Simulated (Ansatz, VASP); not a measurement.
Two plane-wave programs on MgO

```
Mg O
1.0
     0.00000    2.14101    2.14101
     2.14101    0.00000    2.14101
     2.14101    2.14101    0.00000
Mg O
1 1
Direct
  0.00000 0.00000 0.00000
  0.50000 0.50000 0.50000
```

Alike in both runs: task single point; functional PBE; k mesh 10 × 10 × 10; no spin polarisation.

|  | VASP | Ansatz |
| --- | --- | --- |
| version | VASP 6.6.1 | Ansatz 0.2.0 |
| potentials or method | VASP PAW PBE potentials, release 64 (Mg, O), cutoff 520 eV | scalar-relativistic, plane waves, PAW |
| occupations | gaussian, width 0.01 eV | fixed |
| valence electrons in the cell | 8 | 16 |

|  | VASP | Ansatz | Ansatz less VASP |
| --- | --- | --- | --- |
| gap on the k mesh at the Fermi level (eV) | 4.26 | 4.28 | +0.019 |
| least direct gap on the mesh (eV) | 4.26 | 4.28 | +0.019 |
| pressure (GPa) | -3.6 | -2.8 | +0.75 |

VASP's potentials hold 8 valence electrons a cell and Ansatz's 16, so a difference there can come from the potentials and not from the codes.
